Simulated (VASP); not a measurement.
A run of VASP 6.6.1 is set up as follows.

The input INCAR:

```
ALGO     = Normal         # electronic algorithm
EDIFF    = 1E-6           # SCF threshold, eV
ENCUT    = 500            # plane-wave cutoff, eV
GGA      = PS             # functional
GGA_COMPAT= False        
ISIF     = 2              # what is computed and relaxed
ISMEAR   = 0              # smearing method
LASPH    = True           # aspherical terms in the spheres
LCHARG   = False          # write CHGCAR
LREAL    = False          # projectors in reciprocal space
LWAVE    = False          # write WAVECAR
NBANDS   = 11             # bands
NELM     = 120            # most SCF steps
PREC     = Accurate       # precision mode
SIGMA    = 0.02           # smearing width, eV
```

The input KPOINTS:

```
k-points
0
Gamma
  10 10 10
```

POSCAR

```
AlP
1.0
    0.0000000000      2.5409952457      2.5409952457
    2.5409952457      0.0000000000      2.5409952457
    2.5409952457      2.5409952457      0.0000000000
Al P
1 1
Direct
    0.0000000000      0.0000000000      0.0000000000
    0.7500000000      0.7500000000      0.7500000000
```

Potentials or basis: VASP PAW PBE potentials, release 64 (Al, P).

Run with:

```sh
$ cat potpaw_PBE.64/Al/POTCAR potpaw_PBE.64/P/POTCAR > POTCAR
$ mpirun -np 1 vasp_std > vasp.out
```

Predict the band gap on the k mesh.

0.93 eV, indirect (least direct gap 3.52 eV).

Predict the pressure.

30.1 GPa.

Caveat: the PAW data sets were made with another functional, which shifts forces and pressure a little. A k mesh can miss the band edges.
